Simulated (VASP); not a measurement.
A run of VASP 6.6.1 is set up as follows.

Contents of INCAR:

```
PREC = Accurate
ENCUT = 520
EDIFF = 1E-6
ISMEAR = 0
SIGMA = 0.05
LREAL = F
LASPH = T
NELM = 150
ALGO = Normal
ISIF = 2
LWAVE = F
LCHARG = F
ISPIN = 2
MAGMOM = 7.01 0
LORBIT = 11
LMAXMIX = 6
GGA = PE
NBANDS = 24
```

KPOINTS

```
regular mesh
0
Gamma
  10 10 10
```

Contents of POSCAR:

```
EuOs
1.0
    3.4789827694      0.0000000000      0.0000000000
    0.0000000000      3.4789827694      0.0000000000
    0.0000000000      0.0000000000      3.4789827694
Eu Os
1 1
Direct
    0.0000000000      0.0000000000      0.0000000000
    0.5000000000      0.5000000000      0.5000000000
```

Potentials or basis: VASP PAW PBE potentials, release 64 (Eu, Os).

Run with:

```bash
$ cat potpaw_PBE.64/Eu/POTCAR potpaw_PBE.64/Os/POTCAR > POTCAR
$ mpirun -np 1 vasp_std > vasp.out
```

Task: Predict the site moments.

Result: Eu +6.27; Os -0.78 μB.

Task: What does it give for the pressure?

Result: -1.7 GPa.

 The state reached can hang on the start; a lower one may exist.
